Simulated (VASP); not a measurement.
# Ti16C in VASP: single point with PBE

Aim: the single point of Ti16C with PBE.

Everything below comes from runs of VASP 6.6.1. Logs are shortened: lines on timing, memory, paths and dates and some standing lists are left out, and cuts for length are marked.

## Step 1: The cell of the first run

The cell holds a slab with vacuum, 17 atoms: a = 5.876 Å, b = 5.876 Å, c = 22.404 Å, α = 90.00°, β = 90.00°, γ = 120.00°.

## Step 2: Single point, PBE

INCAR

```
PREC = Accurate ; ENCUT = 520
EDIFF = 1E-6 ; ISMEAR = 0
SIGMA = 0.1 ; LREAL = Auto
LASPH = True ; NELM = 60
ALGO = Normal ; ISIF = 2
LWAVE = False ; LCHARG = False
LDIPOL = True ; IDIPOL = 3
DIPOL = 0.5 0.5 0.346 ; GGA = PE
NBANDS = 112
```

KPOINTS

```
regular mesh
0
Gamma
  6 6 1
```

POSCAR

```
Ti16C
1.0
    5.8763264169      0.0000000000      0.0000000000
   -2.9381632085      5.0890479580      0.0000000000
    0.0000000000      0.0000000000     22.4042080978
Ti C
16 1
Direct
    0.3333333333      0.1666666667      0.1785378882
    0.3333333333      0.6666666667      0.1785378882
    0.8333333333      0.1666666667      0.1785378882
    0.8333333333      0.6666666667      0.1785378882
    0.1666666667      0.3333333333      0.2823234225
    0.1666666667      0.8333333333      0.2823234225
    0.6666666667      0.3333333333      0.2823234225
    0.6666666667      0.8333333333      0.2823234225
    0.3333333333      0.1666666667      0.3901740037
    0.3333333333      0.6666666667      0.3901740037
    0.8333333333      0.1666666667      0.3901740037
    0.8333333333      0.6666666667      0.3901740037
    0.1666666667      0.3333333333      0.4867035715
    0.1666666667      0.8333333333      0.4867035715
    0.6666666667      0.3333333333      0.4867035715
    0.6666666667      0.8333333333      0.4867035715
    0.5000000000      0.5000000000      0.5307890567
```

Potentials or basis: VASP PAW PBE potentials, release 64 (Ti_sv, C).

Run with:

```console
$ cat potpaw_PBE.64/Ti_sv/POTCAR potpaw_PBE.64/C/POTCAR > POTCAR
$ mpirun -np 1 vasp_std > vasp.out
```

OUTCAR:

```text
PREC = Accurate
   ENCUT = 520
   EDIFF = 1E-6
   ISMEAR = 0
   LREAL = Auto
   LASPH = True
   NELM = 60
   ISIF = 2
   GGA = PE

 ion  position               nearest neighbor table
   1  0.333  0.167  0.179-   5 2.88   7 2.88   6 2.88
   2  0.333  0.667  0.179-   6 2.88   8 2.88   5 2.88
   3  0.833  0.167  0.179-   7 2.88   5 2.88   8 2.88
   4  0.833  0.667  0.179-   8 2.88   6 2.88   7 2.88
   5  0.167  0.333  0.282-   1 2.88   3 2.88   2 2.88
   6  0.167  0.833  0.282-   2 2.88   4 2.88   1 2.88
   7  0.667  0.333  0.282-   3 2.88   1 2.88   4 2.88
   8  0.667  0.833  0.282-   4 2.88   2 2.88   3 2.88
   9  0.333  0.167  0.390-  13 2.75  15 2.75  14 2.75
  10  0.333  0.667  0.390-  14 2.75  16 2.75  13 2.75
  11  0.833  0.167  0.390-  15 2.75  13 2.75  16 2.75
  12  0.833  0.667  0.390-  16 2.75  14 2.75  15 2.75
  13  0.167  0.333  0.487-  17 1.96   9 2.75  11 2.75  10 2.75
  14  0.167  0.833  0.487-  10 2.75  12 2.75   9 2.75
  15  0.667  0.333  0.487-  17 1.96  11 2.75   9 2.75  12 2.75
  16  0.667  0.833  0.487-  17 1.96  12 2.75  10 2.75  11 2.75
  17  0.500  0.500  0.531-  13 1.96  16 1.96  15 1.96

  LATTYP: Found a hexagonal cell.
 ALAT       =     5.8763264169
 C/A-ratio  =     3.8126214421

  Lattice vectors:

 A1 = (   5.8763264169,   0.0000000000,   0.0000000000)
 A2 = (  -2.9381632085,   5.0890479580,   0.0000000000)
 A3 = (   0.0000000000,   0.0000000000,  22.4042080978)

Analysis of symmetry for initial positions (statically):
=====================================================================
 Subroutine PRICEL returns:
 Original cell was already a primitive cell.

 Routine SETGRP: Setting up the symmetry group for a
 hexagonal supercell.

 Subroutine GETGRP returns: Found  6 space group operations
 (whereof  2 operations were pure point group operations)
 out of a pool of 24 trial point group operations.

The static configuration has the point symmetry C_1h.
 The point group associated with its full space group is C_3v.

Analysis of symmetry for dynamics (positions and initial velocities):
=====================================================================
 Subroutine PRICEL returns:
 Original cell was already a primitive cell.

 Routine SETGRP: Setting up the symmetry group for a
 hexagonal supercell.

 Subroutine GETGRP returns: Found  6 space group operations
 (whereof  2 operations were pure point group operations)
 out of a pool of 24 trial point group operations.

The dynamic configuration has the point symmetry C_1h.
 The point group associated with its full space group is C_3v.

 Subroutine INISYM returns: Found  6 space group operations
 (whereof  2 operations are pure point group operations),
 and found     1 'primitive' translations

----------------------------------------------------------------------------------------

                                     Primitive cell

  volume of cell :     669.9958

  direct lattice vectors                    reciprocal lattice vectors
     5.876326417  0.000000000  0.000000000     0.170174345  0.098250204  0.000000000
    -2.938163208  5.089047958  0.000000000     0.000000000  0.196500408  0.000000000
     0.000000000  0.000000000 22.404208098     0.000000000  0.000000000  0.044634472

  length of vectors
     5.876326417  5.876326417 22.404208098     0.196500408  0.196500408  0.044634472

  position of ions in fractional coordinates (direct lattice)
     0.333333333  0.166666667  0.178537888
     0.333333333  0.666666667  0.178537888
     0.833333333  0.166666667  0.178537888
     0.833333333  0.666666667  0.178537888
     0.166666667  0.333333333  0.282323422
     0.166666667  0.833333333  0.282323422
[... 9 lines left out ...]
     0.666666667  0.833333333  0.486703572
     0.500000000  0.500000000  0.530789057

  ion indices of the primitive-cell ions
   primitive index   ion index
                 1           1
                 2           2
                 3           3
                 4           4
                 5           5
                 6           6
[... 9 lines left out ...]
                16          16
                17          17

----------------------------------------------------------------------------------------

 KPOINTS: regular mesh

Automatic generation of k-mesh.
 Grid dimensions read from file:
 generate k-points for:    6    6    1

 Generating k-lattice:

  Cartesian coordinates                     Fractional coordinates (reciprocal lattice)
     0.028362391  0.016375034  0.000000000     0.166666667 -0.000000000  0.000000000
     0.000000000  0.032750068  0.000000000     0.000000000  0.166666667  0.000000000
     0.000000000  0.000000000  0.044634472     0.000000000  0.000000000  1.000000000

  Length of vectors
     0.032750068  0.032750068  0.044634472

  Shift w.r.t. Gamma in fractional coordinates (k-lattice)
     0.000000000  0.000000000  0.000000000

 Subroutine IBZKPT returns following result:
 ===========================================

 Found      7 irreducible k-points:

 Following reciprocal coordinates:
            Coordinates               Weight
  0.000000  0.000000  0.000000      1.000000
  0.166667  0.000000  0.000000      6.000000
  0.333333 -0.000000  0.000000      6.000000
  0.500000 -0.000000  0.000000      3.000000
  0.166667  0.166667  0.000000      6.000000
  0.333333  0.166667  0.000000     12.000000
  0.333333  0.333333  0.000000      2.000000
   k-points           NKPTS =      7   k-points in BZ     NKDIM =      7   number of bands    NBANDS=    112
   number of dos      NEDOS =    301   number of ions     NIONS =     17
   total plane-waves  NPLWV = 387072
   dimension x,y,z NGX =    48 NGY =   48 NGZ =  168
   dimension x,y,z NGXF=    96 NGYF=   96 NGZF=  336
   ions per type =              16   1
   NGX,Y,Z   is equivalent  to a cutoff of  13.58, 13.58, 12.47 a.u.
   NGXF,Y,Z  is equivalent  to a cutoff of  27.16, 27.16, 24.93 a.u.
 SYSTEM =  unknown system
   PREC   = accura    normal or accurate (medium, high low for compatibility)
   ISTART =      0    job   : 0-new  1-cont  2-samecut
   ICHARG =      2    charge: 1-file 2-atom 10-const
   ISPIN  =      1    spin polarized calculation?
   LNONCOLLINEAR =      F non collinear calculations
   LSORBIT =      F    spin-orbit coupling
   LASPH  =      T    aspherical Exc in radial PAW
   ENCUT  =  520.0 eV  38.22 Ry    6.18 a.u.  10.93 10.93 41.66*2*pi/ulx,y,z
   NELM   =     60;   NELMIN=  2; NELMDL= -5     # of ELM steps
   EDIFF  = 0.1E-05   stopping-criterion for ELM
   LREAL  =      T    real-space projection
   EDIFFG = 0.1E-04   stopping-criterion for IOM
   NSW    =      0    number of steps for IOM
   IBRION =     -1    ionic relax: 0-MD 1-quasi-New 2-CG
   NFREE  =      0    steps in history (QN), initial steepest desc. (CG)
   ISIF   =      2    stress and relaxation
   ISYM   =      2    0-nonsym 1-usesym 2-fastsym
   POTIM  = 0.5000    time-step for ionic-motion
   TEBEG  =    0.0;   TEEND  =   0.0 temperature during run
   PSTRESS=    0.0 pullay stress
   NELECT =     196.0000    total number of electrons
   NUPDOWN=      -1.0000    fix difference up-down
   EMIN   =  10.00;   EMAX   =-10.00  energy-range for DOS
   EFERMI =   0.00;   METHOD = LEGACY
   ISMEAR =     0;   SIGMA  =   0.10  broadening in eV -4-tet -1-fermi 0-gaus
   EFERMI_NEDOS =   21; number of points for ismear=-14 and -15
   IALGO  =     38    algorithm
   IMIX   =      4    mixing-type and parameters
     AMIX     =   0.40;   BMIX     =  1.00
     AMIX_MAG =   1.60;   BMIX_MAG =  1.00
  volume/ion in A,a.u.               =      39.41       265.96
  Fermi-wavevector in a.u.,A,eV,Ry     =   1.086766  2.053691 16.069311  1.181061
  Thomas-Fermi vector in A             =   2.222911
   LORBIT       =      0    0 simple, 1 ext, 2 COOP (PROOUT), +10 PAW based schemes
   GGA     = PE    functional components
   LHFCALC =     F    Hartree Fock is set to
   AEXX    =    0.0000 exact exchange contribution
   IVDW    =     0    specifies the selected vdW correction
   LEPSILON=     F    determine dielectric tensor
   LRPA    =     F    only Hartree local field effects (RPA)
 non-spin polarized calculation
 Gauss-broadening in eV      SIGMA  =   0.10
  energy-cutoff  :      520.00
  volume of cell :      670.00
 maximum number of plane-waves:     18070
 NGX is ok and might be reduce to    48
   NGX = 21   NGY = 21   NGZ = 83

 dipolmoment           0.000000      0.000000     -1.152720 electrons x Angstroem

 number of electron     195.9999967 magnetization

 dipolmoment           0.000000      0.000000      0.085045 electrons x Angstroem

 Free energy of the ion-electron system (eV)
  ---------------------------------------------------
  ext. energy  EPLUGINS =         0.00000000
  ---------------------------------------------------
  free energy    TOTEN  =      -126.94836451 eV

  energy without entropy =     -126.80334452  energy(sigma->0) =     -126.87585451

 E-fermi :   0.9107     XC(G=0):  -5.7346

 val. band max:        0.9015750105   @ k =   0.3333  -0.0000   0.0000
 cond. band min:       0.9226207743   @ k =   0.5000  -0.0000   0.0000
 fundamental gap:      0.0210457638
 Fermi energy:         0.9107139984

 k-point     1 :       0.0000    0.0000    0.0000
  band No.  band energies     occupation
      1     -56.0774      2.00000
      2     -56.0318      2.00000
      3     -56.0055      2.00000
      4     -56.0055      2.00000
      5     -55.9924      2.00000
      6     -55.8811      2.00000
[... 102 lines left out ...]
    109       1.6872      0.00000
    110       1.8848      0.00000

 k-point     2 :       0.1667    0.0000    0.0000
  band No.  band energies     occupation
      1     -56.0725      2.00000
      2     -56.0312      2.00000
      3     -56.0092      2.00000
      4     -56.0055      2.00000
      5     -55.9937      2.00000
      6     -55.8764      2.00000
[... 557 lines left out ...]
 k-point     7 :       0.3333    0.3333    0.0000
  band No.  band energies     occupation
      1     -56.0339      2.00000
      2     -56.0338      2.00000
      3     -56.0288      2.00000
      4     -56.0233      2.00000
      5     -55.9902      2.00000
      6     -55.8395      2.00000
[... 102 lines left out ...]
    109       1.2439      0.00000
    110       1.3943      0.00000
 [bands above 110 left out]

------------------------ aborting loop because EDIFF is reached ----------------------------------------

 vacuum level on the upper side and lower side of the slab       (xc-potential included)         0.133        -0.413

  FORCE on cell =-STRESS in cart. coord.  units (eV):
  Direction    XX          YY          ZZ          XY          YZ          ZX
  --------------------------------------------------------------------------------------
  -------------------------------------------------------------------------------------
  Total       -1.7071366     -1.7071366     -2.1955500      0.0000000     -0.0000000      0.0000000
  in kB       -4.0823178     -4.0823178     -5.2502726      0.0000000     -0.0000000      0.0000000
  external PRESSURE =      -4.4716361 kB  Pullay stress =       0.0000000 kB

 VOLUME and BASIS-vectors are now :
 -----------------------------------------------------------------------------
  energy-cutoff  :      520.00
  volume of cell :      670.00
      direct lattice vectors                 reciprocal lattice vectors
     5.876326417  0.000000000  0.000000000     0.170174345  0.098250204  0.000000000
    -2.938163208  5.089047958  0.000000000     0.000000000  0.196500408  0.000000000
     0.000000000  0.000000000 22.404208098     0.000000000  0.000000000  0.044634472

 POSITION                                       TOTAL-FORCE (eV/Angst)
 -----------------------------------------------------------------------------------
      1.46908      0.84817      4.00000         0.000000     -0.015410      0.626804
     -0.00000      3.39270      4.00000        -0.013346      0.007705      0.626804
      4.40724      0.84817      4.00000         0.000000      0.000000      0.661812
      2.93816      3.39270      4.00000         0.013346      0.007705      0.626804
      0.00000      1.69635      6.32523        -0.021574     -0.012456     -0.558946
     -1.46908      4.24087      6.32523         0.000000      0.000000     -0.687606
[... 9 lines left out ...]
      1.46908      4.24087     10.90421         0.000000     -0.201033      0.453208
      1.46908      2.54452     11.89191         0.000000      0.000000      0.059452
 -----------------------------------------------------------------------------------
    total drift:                               -0.000000      0.000000     -0.129176

  FREE ENERGIE OF THE ION-ELECTRON SYSTEM (eV)
  ---------------------------------------------------
  free  energy   TOTEN  =      -126.9483645120 eV

  energy  without entropy=     -126.8033445174  energy(sigma->0) =     -126.87585451

 vacuum level on the upper side and lower side of the slab         5.805         5.235
```

It took 30 min on 1 thread of Intel Xeon Platinum 8488C (Sapphire Rapids), shared host; peak memory 0.91 GiB.

What came out:

```yaml
Free_energy: -126.9484 eV
Largest_force: 0.780 eV/Å
Band_gap_on_the_k_mesh: zero (bands 98 and 99 overlap by 0.52 eV)
```

Forces on the atoms (eV/Å):
```
Ti   0.000 -0.015  0.627
Ti  -0.013  0.008  0.627
Ti   0.000  0.000  0.662
Ti   0.013  0.008  0.627
Ti  -0.022 -0.012 -0.559
Ti   0.000  0.000 -0.688
Ti   0.022 -0.012 -0.559
Ti   0.000  0.025 -0.559
Ti   0.000 -0.237 -0.376
Ti  -0.205  0.119 -0.376
Ti   0.000  0.000 -0.780
Ti   0.205  0.119 -0.376
Ti   0.174  0.101  0.453
Ti   0.000  0.000  0.311
Ti  -0.174  0.101  0.453
Ti   0.000 -0.201  0.453
C    0.000  0.000  0.059
```

The gap in the log of VASP goes by the Fermi energy; the results here count the filled bands.